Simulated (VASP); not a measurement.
Input of a VASP 6.6.1 run:

File INCAR:

```
PREC     = Accurate       # precision mode
ENCUT    = 520            # plane-wave cutoff, eV
EDIFF    = 1E-6           # SCF threshold, eV
ISMEAR   = -1             # smearing method
SIGMA    = 0.08           # smearing width, eV
LREAL    = False          # projectors in reciprocal space
LASPH    = True           # aspherical terms in the spheres
NELM     = 80             # most SCF steps
ALGO     = Normal         # electronic algorithm
ISIF     = 2              # what is computed and relaxed
LWAVE    = False          # write WAVECAR
LCHARG   = False          # write CHGCAR
NBANDS   = 18             # bands
```

The input KPOINTS:

```
Automatic mesh
0
Gamma
  11 11 11
```

The input POSCAR:

```
YHg
1.0
    3.6820000000      0.0000000000      0.0000000000
    0.0000000000      3.6820000000      0.0000000000
    0.0000000000      0.0000000000      3.6083600000
Y Hg
1 1
Direct
    0.5000000000      0.5000000000      0.5000000000
    0.0000000000      0.0000000000      0.0000000000
```

Potentials or basis: VASP PAW LDA potentials, release 64 (Y_sv, Hg).

Run with:

```bash
$ cat potpaw_LDA.64/Y_sv/POTCAR potpaw_LDA.64/Hg/POTCAR > POTCAR
$ mpirun -np 1 vasp_std > vasp.out
```

**Question.** Estimate the pressure.

**Answer.** -1.9 GPa.

**Question.** Predict the band gap on the k mesh.

**Answer.** Zero (an odd number of electrons rules out a gap without spin polarisation).

Stress tensor (GPa, compression positive):
```
-2.10  0.00  0.00
 0.00 -2.10  0.00
 0.00  0.00 -1.44
```

Caveat: the cell differs from its parent crystal (zz strain of -2 %); spin-orbit coupling is left out, which moves the levels of the heavy elements.
